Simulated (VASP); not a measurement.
# Sn (P6_122) in VASP: a series of runs

Sn is run at these levels: PBE; tasks: relaxation of cell and atoms, single point.

Program: VASP 6.6.1. These are calculated values, not measurements. Logs are shortened: lines on timing, memory, paths and dates and some standing lists are left out, and cuts for length are marked.

### Step 1. The cell of the first run

The structure is hexagonal, space group P6_122 (No. 178). The conventional cell has a = 7.188 Å, b = 7.188 Å, c = 4.239 Å, α = 90.00°, β = 90.00°, γ = 120.00°. Within 3.6 Å of Sn (site symmetry 2) lie 4 Sn at 2.76 to 2.80 Å.

The cell was built from a structure type or drawn by symmetry, and may not be a known phase.

### Step 2. Relaxation of cell and atoms, PBE

INCAR

```
SYSTEM = Sn
PREC = Accurate
ENCUT = 600
EDIFF = 1E-6
ISMEAR = 0
SIGMA = 0.1
LREAL = .False.
LASPH = .True.
NELM = 60
ALGO = Fast
ISIF = 3
LWAVE = .False.
LCHARG = .False.
GGA = PE
IBRION = 2
NSW = 90
EDIFFG = -0.04
```

KPOINTS

```
regular mesh
0
Gamma
  3 3 4
  0 0 0
```

POSCAR

```
Sn
1.0
    7.1880546100      0.0000000000      0.0000000000
   -3.5940273100      6.2250379000      0.0000000000
    0.0000000000      0.0000000000      4.2391084700
Sn
6
Direct
    0.6226509800      0.6226509800      0.1666666700
    0.3773490200      0.0000000000      0.5000000000
    0.0000000000      0.3773490200      0.8333333300
    0.0000000000      0.6226509800      0.3333333300
    0.3773490200      0.3773490200      0.6666666700
    0.6226509800      0.0000000000      0.0000000000
```

Potentials or basis: VASP PAW PBE potentials, release 64 (Sn_d).

On the command line:

```bash
$ cat potpaw_PBE.64/Sn_d/POTCAR > POTCAR
$ mpirun -np 1 vasp_std > vasp.out
```

OUTCAR:

```text
SYSTEM = Sn
   PREC = Accurate
   ENCUT = 600
   EDIFF = 1E-6
   ISMEAR = 0
   LREAL = .False.
   LASPH = .True.
   NELM = 60
   ISIF = 3
   GGA = PE
   IBRION = 2
   NSW = 90
   EDIFFG = -0.04

 ion  position               nearest neighbor table
   1  0.623  0.623  0.167-   5 2.76   5 2.76   4 2.80   6 2.80
   2  0.377  0.000  0.500-   6 2.76   6 2.76   4 2.80   5 2.80
   3  0.000  0.377  0.833-   4 2.76   4 2.76   5 2.80   6 2.80
   4  0.000  0.623  0.333-   3 2.76   3 2.76   1 2.80   2 2.80
   5  0.377  0.377  0.667-   1 2.76   1 2.76   3 2.80   2 2.80
   6  0.623  0.000  0.000-   2 2.76   2 2.76   3 2.80   1 2.80

  LATTYP: Found a hexagonal cell.
 ALAT       =     7.1880546100
 C/A-ratio  =     0.5897434981

  Lattice vectors:

 A1 = (   7.1880546100,   0.0000000000,   0.0000000000)
 A2 = (  -3.5940273100,   6.2250379000,   0.0000000000)
 A3 = (   0.0000000000,   0.0000000000,   4.2391084700)

Analysis of symmetry for initial positions (statically):
=====================================================================
 Subroutine PRICEL returns:
 Original cell was already a primitive cell.

 Routine SETGRP: Setting up the symmetry group for a
 hexagonal supercell.

 Subroutine GETGRP returns: Found 12 space group operations
 (whereof  2 operations were pure point group operations)
 out of a pool of 24 trial point group operations.

The static configuration has the point symmetry C_2 .
 The point group associated with its full space group is D_6 .

Analysis of symmetry for dynamics (positions and initial velocities):
=====================================================================
 Subroutine PRICEL returns:
 Original cell was already a primitive cell.

 Routine SETGRP: Setting up the symmetry group for a
 hexagonal supercell.

 Subroutine GETGRP returns: Found 12 space group operations
 (whereof  2 operations were pure point group operations)
 out of a pool of 24 trial point group operations.

The dynamic configuration has the point symmetry C_2 .
 The point group associated with its full space group is D_6 .

 Subroutine INISYM returns: Found 12 space group operations
 (whereof  2 operations are pure point group operations),
 and found     1 'primitive' translations

----------------------------------------------------------------------------------------

                                     Primitive cell

  volume of cell :     189.6828

  direct lattice vectors                    reciprocal lattice vectors
     7.188054610  0.000000000  0.000000000     0.139119700  0.080320796  0.000000000
    -3.594027310  6.225037900  0.000000000     0.000000000  0.160641592  0.000000000
     0.000000000  0.000000000  4.239108470     0.000000000  0.000000000  0.235898658

  length of vectors
     7.188054610  7.188054616  4.239108470     0.160641592  0.160641592  0.235898658

  position of ions in fractional coordinates (direct lattice)
     0.622650980  0.622650980  0.166666670
     0.377349020  0.000000000  0.500000000
     0.000000000  0.377349020  0.833333330
     0.000000000  0.622650980  0.333333330
     0.377349020  0.377349020  0.666666670
     0.622650980  0.000000000  0.000000000

  ion indices of the primitive-cell ions
   primitive index   ion index
                 1           1
                 2           2
                 3           3
                 4           4
                 5           5
                 6           6

----------------------------------------------------------------------------------------

 KPOINTS: regular mesh

Automatic generation of k-mesh.
 Grid dimensions read from file:
 generate k-points for:    3    3    4

 Generating k-lattice:

  Cartesian coordinates                     Fractional coordinates (reciprocal lattice)
     0.046373233  0.026773599  0.000000000     0.333333333  0.000000000  0.000000000
     0.000000000  0.053547197  0.000000000     0.000000000  0.333333333  0.000000000
     0.000000000  0.000000000  0.058974665     0.000000000  0.000000000  0.250000000

  Length of vectors
     0.053547197  0.053547197  0.058974665

  Shift w.r.t. Gamma in fractional coordinates (k-lattice)
     0.000000000  0.000000000  0.000000000

 Subroutine IBZKPT returns following result:
 ===========================================

 Found      9 irreducible k-points:

 Following reciprocal coordinates:
            Coordinates               Weight
  0.000000  0.000000  0.000000      1.000000
  0.333333  0.000000  0.000000      6.000000
  0.333333  0.333333  0.000000      2.000000
  0.000000  0.000000  0.250000      2.000000
  0.333333  0.000000  0.250000     12.000000
  0.333333  0.333333  0.250000      4.000000
  0.000000  0.000000  0.500000      1.000000
  0.333333  0.000000  0.500000      6.000000
  0.333333  0.333333  0.500000      2.000000
   k-points           NKPTS =      9   k-points in BZ     NKDIM =      9   number of bands    NBANDS=     50
   number of dos      NEDOS =    301   number of ions     NIONS =      6
   total plane-waves  NPLWV = 129600
   dimension x,y,z NGX =    60 NGY =   60 NGZ =   36
   dimension x,y,z NGXF=   120 NGYF=  120 NGZF=   72
   ions per type =               6
   NGX,Y,Z   is equivalent  to a cutoff of  13.88, 13.88, 14.12 a.u.
   NGXF,Y,Z  is equivalent  to a cutoff of  27.75, 27.75, 28.24 a.u.
 SYSTEM =  Sn
   PREC   = accura    normal or accurate (medium, high low for compatibility)
   ISTART =      0    job   : 0-new  1-cont  2-samecut
   ICHARG =      2    charge: 1-file 2-atom 10-const
   ISPIN  =      1    spin polarized calculation?
   LNONCOLLINEAR =      F non collinear calculations
   LSORBIT =      F    spin-orbit coupling
   LASPH  =      T    aspherical Exc in radial PAW
   ENCUT  =  600.0 eV  44.10 Ry    6.64 a.u.  14.36 14.36  8.47*2*pi/ulx,y,z
   NELM   =     60;   NELMIN=  2; NELMDL= -5     # of ELM steps
   EDIFF  = 0.1E-05   stopping-criterion for ELM
   LREAL  =      F    real-space projection
   EDIFFG = -.4E-01   stopping-criterion for IOM
   NSW    =     90    number of steps for IOM
   IBRION =      2    ionic relax: 0-MD 1-quasi-New 2-CG
   NFREE  =      1    steps in history (QN), initial steepest desc. (CG)
   ISIF   =      3    stress and relaxation
   ISYM   =      2    0-nonsym 1-usesym 2-fastsym
   POTIM  = 0.5000    time-step for ionic-motion
   TEBEG  =    0.0;   TEEND  =   0.0 temperature during run
   PSTRESS=    0.0 pullay stress
   NELECT =      84.0000    total number of electrons
   NUPDOWN=      -1.0000    fix difference up-down
   EMIN   =  10.00;   EMAX   =-10.00  energy-range for DOS
   EFERMI =   0.00;   METHOD = LEGACY
   ISMEAR =     0;   SIGMA  =   0.10  broadening in eV -4-tet -1-fermi 0-gaus
   EFERMI_NEDOS =   21; number of points for ismear=-14 and -15
   IALGO  =     68    algorithm
   IMIX   =      4    mixing-type and parameters
     AMIX     =   0.40;   BMIX     =  1.00
     AMIX_MAG =   1.60;   BMIX_MAG =  1.00
  volume/ion in A,a.u.               =      31.61       213.34
  Fermi-wavevector in a.u.,A,eV,Ry     =   1.247839  2.358074 21.185668  1.557103
  Thomas-Fermi vector in A             =   2.381953
   LORBIT       =      0    0 simple, 1 ext, 2 COOP (PROOUT), +10 PAW based schemes
   GGA     = PE    functional components
   LHFCALC =     F    Hartree Fock is set to
   AEXX    =    0.0000 exact exchange contribution
   IVDW    =     0    specifies the selected vdW correction
   LEPSILON=     F    determine dielectric tensor
   LRPA    =     F    only Hartree local field effects (RPA)
 conjugate gradient relaxation of ions
 non-spin polarized calculation
 RMM-DIIS sequential band-by-band and
 Gauss-broadening in eV      SIGMA  =   0.10
  energy-cutoff  :      600.00
  volume of cell :      189.68
 maximum number of plane-waves:      6341
 NGX is ok and might be reduce to    60
   NGX = 29   NGY = 29   NGZ = 17

--------------------------------------- Ionic step        1  -------------------------------------------

 number of electron      84.0000003 magnetization

 Free energy of the ion-electron system (eV)
  ---------------------------------------------------
  ext. energy  EPLUGINS =         0.00000000
  ---------------------------------------------------
  free energy    TOTEN  =       -21.97135928 eV

  energy without entropy =      -21.97023730  energy(sigma->0) =      -21.97079829

------------------------ aborting loop because EDIFF is reached ----------------------------------------

  FORCE on cell =-STRESS in cart. coord.  units (eV):
  Direction    XX          YY          ZZ          XY          YZ          ZX
  --------------------------------------------------------------------------------------
  -------------------------------------------------------------------------------------
  Total        5.8524947      5.8524947     11.0453994     -0.0000000      0.0000000     -0.0000000
  in kB       49.4337681     49.4337681     93.2962328     -0.0000000      0.0000000     -0.0000000
  external PRESSURE =      64.0545897 kB  Pullay stress =       0.0000000 kB
[... 101 lines left out ...]
  FREE ENERGIE OF THE ION-ELECTRON SYSTEM (eV)
  ---------------------------------------------------
  free  energy   TOTEN  =       -22.4805542012 eV

  energy  without entropy=      -22.4776169568  energy(sigma->0) =      -22.47908558

[... ionic steps 4 to 7 ...]

--------------------------------------- Ionic step        8  -------------------------------------------

 number of electron      83.9999979 magnetization

 E-fermi :   5.0574     XC(G=0):  -8.6678

 val. band max:        4.9058239092   @ k =   0.0000   0.0000   0.0000
 cond. band min:       5.0656936926   @ k =   0.0000   0.0000   0.0000
 fundamental gap:      0.1598697834
 Fermi energy:         5.0573593408

 k-point     1 :       0.0000    0.0000    0.0000
  band No.  band energies     occupation
      1     -16.6134      2.00000
      2     -16.6058      2.00000
      3     -16.5653      2.00000
      4     -16.5653      2.00000
      5     -16.4995      2.00000
      6     -16.4995      2.00000
[... 543 lines left out ...]
  energy  without entropy=      -22.5233043467  energy(sigma->0) =      -22.52547626

--------------------------------------- Ionic step       10  -------------------------------------------

 number of electron      83.9999980 magnetization

 Free energy of the ion-electron system (eV)
  ---------------------------------------------------
  ext. energy  EPLUGINS =         0.00000000
  ---------------------------------------------------
  free energy    TOTEN  =       -22.52790839 eV

  energy without entropy =      -22.52360451  energy(sigma->0) =      -22.52575645

 E-fermi :   5.0899     XC(G=0):  -8.6815

 val. band max:        4.9334259490   @ k =   0.0000   0.0000   0.0000
 cond. band min:       5.0992022911   @ k =   0.0000   0.0000   0.0000
 fundamental gap:      0.1657763421
 Fermi energy:         5.0898958641

 k-point     1 :       0.0000    0.0000    0.0000
  band No.  band energies     occupation
      1     -16.5883      2.00000
      2     -16.5813      2.00000
      3     -16.5413      2.00000
      4     -16.5413      2.00000
      5     -16.4729      2.00000
      6     -16.4729      2.00000
[... 499 lines left out ...]
  FREE ENERGIE OF THE ION-ELECTRON SYSTEM (eV)
  ---------------------------------------------------
  free  energy   TOTEN  =       -22.5279083931 eV

  energy  without entropy=      -22.5236045141  energy(sigma->0) =      -22.52575645

 reached required accuracy - stopping structural energy minimisation
```

Wall time 9.7 min (1 thread of Intel Xeon 6975P-C (Granite Rapids), shared host); peak memory 0.39 GiB.

Results:

- Free energy: -22.5279 eV
- Relaxed volume: 36.05 Å³/atom
- Relaxed cell: a = 7.346 Å, b = 7.346 Å, c = 4.628 Å, α = 90.00°, β = 90.00°, γ = 120.00°
- Space group after relaxing (to 0.1 Å): P6_122 (No. 178)
- Energy gained by relaxing: 92.8 meV/atom
- Ionic steps: 10
- Pressure after relaxing: 0.0 GPa
- Largest force after relaxing: 0.007 eV/Å
- Band gap on the k mesh: zero (filled and empty bands touch)

Forces on the atoms (eV/Å):
```
Sn  -0.004 -0.006  0.000
Sn   0.007  0.000  0.000
Sn  -0.004  0.006  0.000
Sn   0.004 -0.006  0.000
Sn   0.004  0.006  0.000
Sn  -0.007  0.000  0.000
```

Step by step:
| step | energy change (eV) | largest force (eV/Å) | pressure (GPa) | volume (Å³) |
| --- | --- | --- | --- | --- |
| 1 | 0.0000 | 0.3044 | 6.41 | 189.68 |
| 2 | -0.4479 | 0.3654 | -1.57 | 226.42 |
| 3 | -0.5092 | 0.2475 | 0.01 | 215.41 |
| 4 | -0.5091 | 0.2552 | -0.09 | 215.94 |
| 5 | -0.5305 | 0.1817 | -0.10 | 216.24 |
| 6 | -0.5548 | 0.0647 | -0.10 | 216.85 |
| 7 | -0.5560 | 0.0169 | -0.11 | 217.03 |
| 8 | -0.5561 | 0.0306 | -0.12 | 216.99 |
| 9 | -0.5563 | 0.0149 | 0.12 | 215.79 |
| 10 | -0.5565 | 0.0073 | 0.00 | 216.30 |

Final structure:
```
Sn
1.0
     7.34613    0.00000    0.00000
    -3.67307    6.36194    0.00000
     0.00000    0.00000    4.62812
Sn
6
Direct
  0.61822 0.61822 0.16667
  0.38178 0.00000 0.50000
  0.00000 0.38178 0.83333
  0.00000 0.61822 0.33333
  0.38178 0.38178 0.66667
  0.61822 0.00000 0.00000
```

Caveat: the k points lie up to 0.34 Å⁻¹ apart in the final cell; spin-orbit coupling is left out, which moves the levels of the heavy elements.

### Step 3. Single point, PBE

This run uses another cell than the first one, of 35.98 Å³/atom.

INCAR

```
SYSTEM = Sn
PREC = Accurate
ENCUT = 520
EDIFF = 1E-6
ISMEAR = 0
SIGMA = 0.1
LREAL = .False.
LASPH = .True.
NELM = 80
ALGO = Fast
ISIF = 2
LWAVE = .False.
LCHARG = .True.
GGA = PE
LELF = .True.
LVHAR = .True.
NBANDS = 51
```

KPOINTS

```
Automatic mesh
0
Gamma
  6 6 8
  0 0 0
```

POSCAR

```
Sn
1.0
    7.3772363357      0.0000000000      0.0000000000
   -3.6886181678      6.3888740765      0.0000000000
    0.0000000000      0.0000000000      4.5801247127
Sn
6
Direct
    0.6194370464      0.6194370464      0.1666666667
    0.3805629536      0.0000000000      0.5000000000
    0.0000000000      0.3805629536      0.8333333333
    0.0000000000      0.6194370464      0.3333333333
    0.3805629536      0.3805629536      0.6666666667
    0.6194370464      0.0000000000      0.0000000000
```

Potentials or basis: VASP PAW PBE potentials, release 64 (Sn_d).

On the command line:

```bash
$ cat potpaw_PBE.64/Sn_d/POTCAR > POTCAR
$ mpirun -np 1 vasp_std > vasp.out
```

It took 4.2 min on 1 thread of Intel Xeon 6975P-C (Granite Rapids), shared host; peak memory 0.47 GiB.

It converged, with:

| Item | Value |
| --- | --- |
| Free energy | -22.5684 eV |
| Pressure | 0.0 GPa |
| Band gap on the k mesh | zero (filled and empty bands touch) |

Levels at points of the mesh, in eV from the Fermi level:
| k point | band 39 | band 40 | band 41 | band 42 | band 43 | band 44 | band 45 | band 46 |
| --- | --- | --- | --- | --- | --- | --- | --- | --- |
| (0.00, 0.00, 0.00) | -1.35 | -1.35 | -0.05 | 0.00 | 0.00 | 1.46 | 1.46 | 2.43 |
| (0.50, 0.00, 0.00) | -1.33 | -1.27 | -0.84 | -0.50 | 0.56 | 1.17 | 1.19 | 1.99 |
| (0.00, 0.00, 0.50) | -2.57 | -2.57 | -2.19 | -2.19 | 1.05 | 1.05 | 2.47 | 2.47 |
| (0.50, 0.00, 0.50) | -1.55 | -1.55 | -1.25 | -1.25 | 0.31 | 0.31 | 1.57 | 1.57 |

Caveat: spin-orbit coupling is left out, which moves the levels of the heavy elements.
